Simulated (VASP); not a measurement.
Set up this calculation in VASP 6.6.1, as the native input.

* Task: single point
* Functional: LDA
* Potentials or basis: VASP PAW LDA potentials, release 64 (Mg)
* Cutoff: 520 eV
* k mesh: 18 × 18 × 18
* Occupations: gaussian, width 0.15 eV
* Spin: no spin polarisation
* Dipole correction: no
* Further INCAR settings: ALGO = Normal; EDIFF = 1e-07; NBANDS = 7

The structure of Mg lies in POSCAR:

```
Mg
1.0
    0.0000000000      2.5387023872      2.2442560000
    2.5387023872      0.0000000000      2.2442560000
    2.5387023872      2.5387023872      0.0000000000
Mg
1
Direct
    0.0000000000      0.0000000000      0.0000000000
```

This cell differs from its parent crystal: strain +0.1312 x Voigt [1, 1, 0, 0, 0, 0].

These files were run (other wordings do the same):

INCAR

```
SYSTEM = Mg
PREC = Accurate
ENCUT = 520
EDIFF = 1E-7
ISMEAR = 0
SIGMA = 0.15
LREAL = .FALSE.
LASPH = .TRUE.
NELM = 60
ALGO = Normal
ISIF = 2
LWAVE = .FALSE.
LCHARG = .FALSE.
NBANDS = 7
```

KPOINTS

```
regular mesh
0
G
  18 18 18
  0 0 0
```

Potentials or basis: VASP PAW LDA potentials, release 64 (Mg).

Command:

```console
$ cat potpaw_LDA.64/Mg/POTCAR > POTCAR
$ mpirun -np 1 vasp_std > vasp.out
```

Results of the run:

```json
{
  "Pressure": "-6.3 GPa",
  "Band gap on the k mesh": "zero (band 1 reaches 2.82 eV, above the bottom of band 2 at 0.11 eV)"
}
```

Caveat: the cell differs from its parent crystal (strain +0.1312 x Voigt [1, 1, 0, 0, 0, 0]).

Wall time 2.6 min on 1 thread of AMD EPYC 7571 (shared host), peak memory 0.19 GiB.
